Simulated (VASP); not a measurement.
# CaO (P6_3/mmc) in VASP: notebook

The runs below take CaO through single point, relaxation of cell and atoms, with PBE.

Program: VASP 6.6.1. These are calculated values, not measurements. Logs are shortened: lines on timing, memory, paths and dates and some standing lists are left out, and cuts for length are marked.

## Step 1: The cell of the first run

Symmetry: P6_3/mmc, No. 194, hexagonal system. The conventional cell has a = 4.005 Å, b = 4.005 Å, c = 4.808 Å, α = 90.00°, β = 90.00°, γ = 120.00°. Within 3.1 Å of Ca (site symmetry -6m2) lie 5 O at 2.31 to 2.40 Å. O (site symmetry -6m2) has 5 Ca at 2.31 to 2.40 Å within 3.1 Å.

## Step 2: Single point, PBE

Contents of INCAR:

```
SYSTEM = CaO
ALGO     = Normal         ! electronic algorithm
EDIFF    = 1E-7           ! SCF threshold, eV
ENCUT    = 520            ! plane-wave cutoff, eV
GGA      = PE             ! functional
ISIF     = 2              ! what is computed and relaxed
ISMEAR   = 0              ! smearing method
LASPH    = .True.         ! aspherical terms in the spheres
LCHARG   = .False.        ! write CHGCAR
LREAL    = .False.        ! projectors in reciprocal space
LWAVE    = .False.        ! write WAVECAR
NBANDS   = 24             ! bands
NELM     = 60             ! most SCF steps
PREC     = Accurate       ! precision mode
SIGMA    = 0.02           ! smearing width, eV
```

Contents of KPOINTS:

```
k-points
0
Gamma
  9 9 6
  0 0 0
```

Contents of POSCAR:

```
CaO
1.0
    4.0046740066      0.0000000000      0.0000000000
   -2.0023370033      3.4681494236      0.0000000000
    0.0000000000      0.0000000000      4.8077584735
Ca O
2 2
Direct
    0.3333333333      0.6666666667      0.7500000000
    0.6666666667      0.3333333333      0.2500000000
    0.3333333333      0.6666666667      0.2500000000
    0.6666666667      0.3333333333      0.7500000000
```

Potentials or basis: VASP PAW PBE potentials, release 64 (Ca_sv, O).

Started as:

```
cat potpaw_PBE.64/Ca_sv/POTCAR potpaw_PBE.64/O/POTCAR > POTCAR
mpirun -np 1 vasp_std > vasp.out
```

OUTCAR:

```text
SYSTEM = CaO
   EDIFF = 1E-7
   ENCUT = 520
   GGA = PE
   ISIF = 2
   ISMEAR = 0
   LASPH = .True.
   LREAL = .False.
   NELM = 60
   PREC = Accurate

 ion  position               nearest neighbor table
   1  0.333  0.667  0.750-   4 2.31   4 2.31   4 2.31   3 2.40   3 2.40
   2  0.667  0.333  0.250-   3 2.31   3 2.31   3 2.31   4 2.40   4 2.40
   3  0.333  0.667  0.250-   2 2.31   2 2.31   2 2.31   1 2.40   1 2.40
   4  0.667  0.333  0.750-   1 2.31   1 2.31   1 2.31   2 2.40   2 2.40

  LATTYP: Found a hexagonal cell.
 ALAT       =     4.0046740066
 C/A-ratio  =     1.2005367892

  Lattice vectors:

 A1 = (   4.0046740066,   0.0000000000,   0.0000000000)
 A2 = (  -2.0023370033,   3.4681494236,   0.0000000000)
 A3 = (   0.0000000000,   0.0000000000,   4.8077584735)

Analysis of symmetry for initial positions (statically):
=====================================================================
 Subroutine PRICEL returns:
 Original cell was already a primitive cell.

 Routine SETGRP: Setting up the symmetry group for a
 hexagonal supercell.

 Subroutine GETGRP returns: Found 24 space group operations
 (whereof 12 operations were pure point group operations)
 out of a pool of 24 trial point group operations.

The static configuration has the point symmetry D_3d.
 The point group associated with its full space group is D_6h.

Analysis of symmetry for dynamics (positions and initial velocities):
=====================================================================
 Subroutine PRICEL returns:
 Original cell was already a primitive cell.

 Routine SETGRP: Setting up the symmetry group for a
 hexagonal supercell.

 Subroutine GETGRP returns: Found 24 space group operations
 (whereof 12 operations were pure point group operations)
 out of a pool of 24 trial point group operations.

The dynamic configuration has the point symmetry D_3d.
 The point group associated with its full space group is D_6h.

 Subroutine INISYM returns: Found 24 space group operations
 (whereof 12 operations are pure point group operations),
 and found     1 'primitive' translations

----------------------------------------------------------------------------------------

                                     Primitive cell

  volume of cell :      66.7740

  direct lattice vectors                    reciprocal lattice vectors
     4.004674007  0.000000000  0.000000000     0.249708216  0.144169105  0.000000000
    -2.002337003  3.468149424  0.000000000     0.000000000  0.288338211  0.000000000
     0.000000000  0.000000000  4.807758473     0.000000000  0.000000000  0.207997137

  length of vectors
     4.004674007  4.004674007  4.807758473     0.288338211  0.288338211  0.207997137

  position of ions in fractional coordinates (direct lattice)
     0.333333333  0.666666667  0.750000000
     0.666666667  0.333333333  0.250000000
     0.333333333  0.666666667  0.250000000
     0.666666667  0.333333333  0.750000000

  ion indices of the primitive-cell ions
   primitive index   ion index
                 1           1
                 2           2
                 3           3
                 4           4

----------------------------------------------------------------------------------------

 KPOINTS: k-points

Automatic generation of k-mesh.
 Grid dimensions read from file:
 generate k-points for:    9    9    6

 Generating k-lattice:

  Cartesian coordinates                     Fractional coordinates (reciprocal lattice)
     0.027745357  0.016018789  0.000000000     0.111111111 -0.000000000  0.000000000
     0.000000000  0.032037579  0.000000000     0.000000000  0.111111111  0.000000000
     0.000000000  0.000000000  0.034666190     0.000000000  0.000000000  0.166666667

  Length of vectors
     0.032037579  0.032037579  0.034666190

  Shift w.r.t. Gamma in fractional coordinates (k-lattice)
     0.000000000  0.000000000  0.000000000

 Subroutine IBZKPT returns following result:
 ===========================================

 Found     48 irreducible k-points:

 Following reciprocal coordinates:
            Coordinates               Weight
  0.000000  0.000000  0.000000      1.000000
  0.111111 -0.000000  0.000000      6.000000
  0.222222  0.000000  0.000000      6.000000
  0.333333  0.000000  0.000000      6.000000
  0.444444  0.000000  0.000000      6.000000
  0.111111  0.111111  0.000000      6.000000
[... 16 lines left out ...]
  0.333333  0.222222  0.166667     24.000000
  0.333333  0.333333  0.166667      4.000000
 [... further k-points ...]
   k-points           NKPTS =     48   k-points in BZ     NKDIM =     48   number of bands    NBANDS=     24
   number of dos      NEDOS =    301   number of ions     NIONS =      4
   total plane-waves  NPLWV =  32400
   dimension x,y,z NGX =    30 NGY =   30 NGZ =   36
   dimension x,y,z NGXF=    60 NGYF=   60 NGZF=   72
   ions per type =               2   2
   NGX,Y,Z   is equivalent  to a cutoff of  12.45, 12.45, 12.45 a.u.
   NGXF,Y,Z  is equivalent  to a cutoff of  24.91, 24.91, 24.90 a.u.
 SYSTEM =  CaO
   PREC   = accura    normal or accurate (medium, high low for compatibility)
   ISTART =      0    job   : 0-new  1-cont  2-samecut
   ICHARG =      2    charge: 1-file 2-atom 10-const
   ISPIN  =      1    spin polarized calculation?
   LNONCOLLINEAR =      F non collinear calculations
   LSORBIT =      F    spin-orbit coupling
   LASPH  =      T    aspherical Exc in radial PAW
   ENCUT  =  520.0 eV  38.22 Ry    6.18 a.u.   7.45  7.45  8.94*2*pi/ulx,y,z
   NELM   =     60;   NELMIN=  2; NELMDL= -5     # of ELM steps
   EDIFF  = 0.1E-06   stopping-criterion for ELM
   LREAL  =      F    real-space projection
   EDIFFG = 0.1E-05   stopping-criterion for IOM
   NSW    =      0    number of steps for IOM
   IBRION =     -1    ionic relax: 0-MD 1-quasi-New 2-CG
   NFREE  =      0    steps in history (QN), initial steepest desc. (CG)
   ISIF   =      2    stress and relaxation
   ISYM   =      2    0-nonsym 1-usesym 2-fastsym
   POTIM  = 0.5000    time-step for ionic-motion
   TEBEG  =    0.0;   TEEND  =   0.0 temperature during run
   PSTRESS=    0.0 pullay stress
   NELECT =      32.0000    total number of electrons
   NUPDOWN=      -1.0000    fix difference up-down
   EMIN   =  10.00;   EMAX   =-10.00  energy-range for DOS
   EFERMI =   0.00;   METHOD = LEGACY
   ISMEAR =     0;   SIGMA  =   0.02  broadening in eV -4-tet -1-fermi 0-gaus
   EFERMI_NEDOS =   21; number of points for ismear=-14 and -15
   IALGO  =     38    algorithm
   IMIX   =      4    mixing-type and parameters
     AMIX     =   0.40;   BMIX     =  1.00
     AMIX_MAG =   1.60;   BMIX_MAG =  1.00
  volume/ion in A,a.u.               =      16.69       112.65
  Fermi-wavevector in a.u.,A,eV,Ry     =   1.281117  2.420961 22.330725  1.641262
  Thomas-Fermi vector in A             =   2.413506
   LORBIT       =      0    0 simple, 1 ext, 2 COOP (PROOUT), +10 PAW based schemes
   GGA     = PE    functional components
   LHFCALC =     F    Hartree Fock is set to
   AEXX    =    0.0000 exact exchange contribution
   IVDW    =     0    specifies the selected vdW correction
   LEPSILON=     F    determine dielectric tensor
   LRPA    =     F    only Hartree local field effects (RPA)
 non-spin polarized calculation
 Gauss-broadening in eV      SIGMA  =   0.02
  energy-cutoff  :      520.00
  volume of cell :       66.77
 maximum number of plane-waves:      1823
 NGX is ok and might be reduce to    30
   NGX = 15   NGY = 15   NGZ = 17

 number of electron      31.9999997 magnetization

 Free energy of the ion-electron system (eV)
  ---------------------------------------------------
  ext. energy  EPLUGINS =         0.00000000
  ---------------------------------------------------
  free energy    TOTEN  =       -25.35059709 eV

  energy without entropy =      -25.35059709  energy(sigma->0) =      -25.35059709

 E-fermi :   1.3913     XC(G=0):  -9.3459

 val. band max:        1.2899788211   @ k =   0.0000   0.0000   0.0000
 cond. band min:       4.4164881952   @ k =   0.0000   0.0000   0.0000
 fundamental gap:      3.1265093740
 Fermi energy:         1.3912930114

 k-point     1 :       0.0000    0.0000    0.0000
  band No.  band energies     occupation
      1     -36.4101      2.00000
      2     -36.2862      2.00000
      3     -17.7340      2.00000
      4     -17.5025      2.00000
      5     -17.5025      2.00000
      6     -17.3148      2.00000
[... 16 lines left out ...]
     23       9.6549      0.00000
     24       9.7779      0.00000

 k-point     2 :       0.1111   -0.0000    0.0000
  band No.  band energies     occupation
      1     -36.4054      2.00000
      2     -36.2880      2.00000
      3     -17.7180      2.00000
      4     -17.5522      2.00000
      5     -17.5128      2.00000
      6     -17.3756      2.00000
[... 16 lines left out ...]
     23       9.4259      0.00000
     24       9.6932      0.00000

 k-point     3 :       0.2222    0.0000    0.0000
  band No.  band energies     occupation
      1     -36.3924      2.00000
      2     -36.2938      2.00000
      3     -17.6732      2.00000
      4     -17.6720      2.00000
      5     -17.5373      2.00000
      6     -17.5172      2.00000
[... 16 lines left out ...]
     23       9.4652      0.00000
     24       9.5083      0.00000

 k-point     4 :       0.3333    0.0000    0.0000
  band No.  band energies     occupation
      1     -36.3747      2.00000
      2     -36.3032      2.00000
      3     -17.8003      2.00000
      4     -17.6606      2.00000
      5     -17.6092      2.00000
      6     -17.5634      2.00000
[... 16 lines left out ...]
     23       9.4385      0.00000
     24       9.6104      0.00000

 k-point     5 :       0.4444    0.0000    0.0000
  band No.  band energies     occupation
      1     -36.3592      2.00000
      2     -36.3134      2.00000
      3     -17.8802      2.00000
      4     -17.7460      2.00000
      5     -17.5797      2.00000
      6     -17.5498      2.00000
[... 16 lines left out ...]
     23       9.6404      0.00000
     24       9.7702      0.00000

 k-point     6 :       0.1111    0.1111    0.0000
  band No.  band energies     occupation
      1     -36.3965      2.00000
      2     -36.2919      2.00000
      3     -17.6875      2.00000
      4     -17.6307      2.00000
      5     -17.5425      2.00000
      6     -17.4675      2.00000
[... 16 lines left out ...]
     23       9.3894      0.00000
     24       9.5855      0.00000
[... 379 lines left out ...]
 k-point    21 :       0.4444    0.1111    0.1667
  band No.  band energies     occupation
      1     -36.3510      2.00000
      2     -36.3197      2.00000
      3     -17.9783      2.00000
      4     -17.8787      2.00000
      5     -17.5846      2.00000
      6     -17.4350      2.00000
[... 16 lines left out ...]
     23       9.5854      0.00000
     24      10.0356      0.00000

 k-point    22 :       0.2222    0.2222    0.1667
  band No.  band energies     occupation
      1     -36.3610      2.00000
      2     -36.3128      2.00000
      3     -17.9257      2.00000
      4     -17.8316      2.00000
      5     -17.5852      2.00000
      6     -17.4605      2.00000
[... 16 lines left out ...]
     23       9.5264      0.00000
     24      10.0831      0.00000

 k-point    23 :       0.3333    0.2222    0.1667
  band No.  band energies     occupation
      1     -36.3471      2.00000
      2     -36.3227      2.00000
      3     -17.9564      2.00000
      4     -17.8974      2.00000
      5     -17.6170      2.00000
      6     -17.4130      2.00000
[... 16 lines left out ...]
     23       9.5608      0.00000
     24      10.0499      0.00000

 k-point    24 :       0.3333    0.3333    0.1667
  band No.  band energies     occupation
      1     -36.3341      2.00000
      2     -36.3341      2.00000
      3     -17.9377      2.00000
      4     -17.9377      2.00000
      5     -17.6389      2.00000
      6     -17.3622      2.00000
[... 16 lines left out ...]
     23       9.6701      0.00000
     24      10.0434      0.00000

 [... further k-points ...]
[... 5 lines left out ...]
  --------------------------------------------------------------------------------------
  -------------------------------------------------------------------------------------
  Total        0.1917974      0.1917974      0.2086382      0.0000000      0.0000000      0.0000000
  in kB        4.6019909      4.6019909      5.0060674      0.0000000      0.0000000      0.0000000
  external PRESSURE =       4.7366831 kB  Pullay stress =       0.0000000 kB

 VOLUME and BASIS-vectors are now :
 -----------------------------------------------------------------------------
  energy-cutoff  :      520.00
  volume of cell :       66.77
      direct lattice vectors                 reciprocal lattice vectors
     4.004674007  0.000000000  0.000000000     0.249708216  0.144169105  0.000000000
    -2.002337003  3.468149424  0.000000000     0.000000000  0.288338211  0.000000000
     0.000000000  0.000000000  4.807758473     0.000000000  0.000000000  0.207997137

 POSITION                                       TOTAL-FORCE (eV/Angst)
 -----------------------------------------------------------------------------------
     -0.00000      2.31210      3.60582        -0.000000      0.000000      0.000000
      2.00234      1.15605      1.20194         0.000000      0.000000      0.000000
     -0.00000      2.31210      1.20194         0.000000     -0.000000      0.000000
      2.00234      1.15605      3.60582        -0.000000     -0.000000      0.000000
 -----------------------------------------------------------------------------------
    total drift:                               -0.000000      0.000000     -0.000000

  FREE ENERGIE OF THE ION-ELECTRON SYSTEM (eV)
  ---------------------------------------------------
  free  energy   TOTEN  =       -25.3505970903 eV

  energy  without entropy=      -25.3505970903  energy(sigma->0) =      -25.35059709
```

Wall time 70 s (1 thread of Intel Xeon Platinum 8488C (Sapphire Rapids), shared host); peak memory 0.21 GiB.

Results:

```
Free energy            : -25.3506 eV
Pressure               : 0.5 GPa
Band gap on the k mesh : 3.13 eV, direct
```

Levels at points of the mesh, in eV from the valence-band top:
| k point | band 12 | band 13 | band 14 | band 15 | band 16 | band 17 | band 18 | band 19 | band 20 | band 21 |
| --- | --- | --- | --- | --- | --- | --- | --- | --- | --- | --- |
| (0.00, 0.00, 0.00) | -1.18 | -1.13 | -1.13 | -1.10 | 0.00 | 3.13 | 6.11 | 6.11 | 7.63 | 7.66 |
| (0.00, 0.00, 0.50) | -1.56 | -1.27 | -1.27 | -1.27 | -1.27 | 4.93 | 4.93 | 7.71 | 7.71 | 7.71 |

A k mesh can miss the band edges. Expect the measured gap to be larger: semilocal functionals such as PBE lack the derivative discontinuity.

[end of part 1 of 2]
